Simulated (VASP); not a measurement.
Set up this calculation in VASP 6.6.1, as the native input.

```yaml
Task: single point
Functional: PBE
Potentials_or_basis: VASP PAW PBE potentials, release 64 (Al)
Cutoff: 520 eV
k_mesh: 8 × 9 × 8
Occupations: gaussian, width 0.005 eV
Spin: no spin polarisation
Dipole_correction: no
Further_INCAR_settings: ALGO = Normal; EDIFF = 1e-07; NBANDS = 8
```

The structure of Al lies in POSCAR:

```
Al
1.0
   -1.5759003900      1.6569236100      1.6579838500
    1.4794763400     -1.5976414500      1.5022776300
    1.6144548200      1.6361958800     -1.5987016800
Al
1
Direct
    0.0000000000      0.0000000000      0.0000000000
```

One way to write it, as run:

INCAR

```
PREC     = Accurate       # precision mode
ENCUT    = 520            # plane-wave cutoff, eV
EDIFF    = 1E-7           # SCF threshold, eV
ISMEAR   = 0              # smearing method
SIGMA    = 0.005          # smearing width, eV
LREAL    = False          # projectors in reciprocal space
LASPH    = True           # aspherical terms in the spheres
NELM     = 100            # most SCF steps
ALGO     = Normal         # electronic algorithm
ISIF     = 2              # what is computed and relaxed
LWAVE    = False          # write WAVECAR
LCHARG   = True           # write CHGCAR
GGA      = PE             # functional
LELF     = True           # ELF
LVHAR    = True         
NBANDS   = 8              # bands
```

KPOINTS

```
regular mesh
0
Gamma
  8 9 8
```

Potentials or basis: VASP PAW PBE potentials, release 64 (Al).

Run with:

```bash
$ cat potpaw_PBE.64/Al/POTCAR > POTCAR
$ mpirun -np 1 vasp_std > vasp.out
```

Results of the run:

- Pressure: 4.1 GPa
- Band gap on the k mesh: zero (an odd number of electrons rules out a gap without spin polarisation)

Caveat: the cell stands under pressure.

Wall time 8.7 s on 1 thread of Intel(R) Xeon(R) 6975P-C (Granite Rapids) (shared host), peak memory 0.15 GiB.
